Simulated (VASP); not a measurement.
Runs of VASP 6.6.1 on Co. The structure is that of space group P6_3/mmc (No. 194), or close to it. The cells are those of the table. 

| task | cell | cutoff (eV) | gap on the mesh (eV) | pressure (GPa) | moment (μB) |
| --- | --- | --- | --- | --- | --- |
| single point | a = 2.193, b = 2.193, c = 3.548 Å, angles 90.0, 90.0, 120.0°, 2 atoms | 520 | none | (b) | 0.73 |
| single point | a = 2.297, b = 2.297, c = 3.710 Å, angles 90.0, 90.0, 120.0°, 2 atoms | 520 | none | (a) | 2.56 |
| single point | a = 2.391, b = 2.391, c = 3.864 Å, angles 90.0, 90.0, 120.0°, 2 atoms | 520 | none | 35.0 | 3.00 |
| relaxation of shape and atoms at fixed volume | relaxed from a = 2.391, b = 2.391, c = 3.862 Å, angles 90.0, 90.0, 120.0°, 2 atoms | 600 | none | 34.9 | 3.00 |
| single point | a = 2.496, b = 2.496, c = 4.030 Å, angles 90.0, 90.0, 120.0°, 2 atoms | 520 | none | -0.8 | 3.23 |

Alike in all rows: level PBE; potentials or basis VASP PAW PBE potentials, release 64 (Co); spin collinear, ferromagnetic start; k mesh 17 × 17 × 10; smearing fermi-dirac 0.05 eV.

Question: Fill in the values left out.

Answer: (a) 89.8; (b) 183.9.

Caveats: the cell stands under pressure (at least some runs).

A gap of «none» marks levels without a gap at the run's occupations.
